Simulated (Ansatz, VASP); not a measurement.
# TiO2 in VASP and in Ansatz

Contents of INCAR:

```
PREC     = Accurate       # precision mode
ENCUT    = 520            # plane-wave cutoff, eV
EDIFF    = 1E-6           # SCF threshold, eV
ISMEAR   = 0              # smearing method
SIGMA    = 0.05           # smearing width, eV
LREAL    = F              # projectors in reciprocal space
LASPH    = T              # aspherical terms in the spheres
NELM     = 100            # most SCF steps
ALGO     = Normal         # electronic algorithm
ISIF     = 2              # what is computed and relaxed
LWAVE    = F              # write WAVECAR
LCHARG   = T              # write CHGCAR
GGA      = PE             # functional
LELF     = T              # ELF
LVHAR    = T            
NBANDS   = 33             # bands
```

File KPOINTS:

```
Automatic mesh
0
Gamma
  6 6 10
```

File POSCAR:

```
TiO2
1.0
    4.8601000000      0.0000000000      0.0000000000
    0.0000000000      4.8601000000      0.0000000000
    0.0000000000      0.0000000000      2.8058000000
Ti O
2 4
Direct
    0.0000000000      0.0000000000      0.0000000000
    0.5000000000      0.5000000000      0.5000000000
    0.3050970583      0.3050970583      0.0000000000
    0.1949029417      0.8050970583      0.5000000000
    0.6949029417      0.6949029417      0.0000000000
    0.8050970583      0.1949029417      0.5000000000
```

Input for Ansatz:

```yaml
crystal:
  lattice:
    - [4.8601, 0.0, 0.0]
    - [0.0, 4.8601, 0.0]
    - [0.0, 0.0, 2.8058]
  atoms:
    - { symbol: Ti, position: [0.0, 0.0, 0.0] }
    - { symbol: Ti, position: [0.5, 0.5, 0.5] }
    - { symbol: O, position: [0.3050970583, 0.3050970583, 0.0] }
    - { symbol: O, position: [0.1949029417, 0.8050970583, 0.5] }
    - { symbol: O, position: [0.6949029417, 0.6949029417, 0.0] }
    - { symbol: O, position: [0.8050970583, 0.1949029417, 0.5] }
basis:
  ecutwfc: 520.0
kpoints:
  mp_grid: { grid: [6, 6, 10] }
hamiltonian:
  xc: pbe
  pseudopotentials: { kind: paw, azcp: { folder: soft_1 } }
scf:
  occupations: { method: gaussian, width: 0.05 }
output:
  forces: true
  stress: true
  eigenvalues: true
```

Alike in both runs: task single point; functional PBE; k mesh 6 × 6 × 10; occupations gaussian, width 0.05 eV; no spin polarisation.

|  | VASP | Ansatz |
| --- | --- | --- |
| version | VASP 6.6.1 | Ansatz 0.2.0 |
| potentials or method | VASP PAW PBE potentials, release 64 (Ti_sv, O), cutoff 520 eV | scalar-relativistic, plane waves, PAW |
| valence electrons in the cell | 48 | 48 |

```csv
,VASP,Ansatz,Ansatz less VASP
gap on the k mesh at the Fermi level (eV),1.90,1.92,+0.018
least direct gap on the mesh (eV),1.94,1.96,+0.018
pressure (GPa),-2.0,-2.6,-0.61
"traceless stress, the component that is largest in VASP (GPa)",17.41,17.11,-0.302
rms of the force components (eV/Å),0.119,0.145,+0.0265
```

Atom by atom the forces differ by 0.026 eV/Å (rms over components).
